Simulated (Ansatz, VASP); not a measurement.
**One calculation of RuC4, two programs**

```
Ru C
1.0
     2.70963    0.00000    0.00000
    -1.35482    2.34661    0.00000
     0.00000    0.00000    6.18554
Ru C
1 4
Direct
  0.00000 0.00000 0.00000
  0.33333 0.66667 0.78086
  0.33333 0.66667 0.54353
  0.66667 0.33333 0.21914
  0.66667 0.33333 0.45647
```

Change from the starting cell: species swapped into the Co4H type (P-3m1, No. 164).

Alike in both runs: functional PBE; k mesh 6 × 6 × 2; occupations gaussian, width 0.1 eV; no spin polarisation.

Ansatz relaxed the structure, and its values are those at the end. VASP's run is a single point on that final structure, the one shown.

```csv
,VASP,Ansatz
version,VASP 6.6.1,Ansatz 0.2.0
potentials or method,"VASP PAW PBE potentials, release 64 (Ru_sv, C), cutoff 600 eV","scalar-relativistic, plane waves, PAW"
valence electrons in the cell,32,32
```

```tsv
	VASP	Ansatz	Ansatz less VASP
gap on the k mesh at the Fermi level (eV)	none	none	-
pressure (GPa)	-0.6	-0.3	+0.29
rms of the force components (eV/Å)	0.018	0.013	-0.0050
```

A gap of «none» marks a metal or a gap that the smearing closes. With one functional, cell and mesh, what is left measures potentials, basis and numerics.

The k mesh is coarse, so the values compare programs but aren't converged.
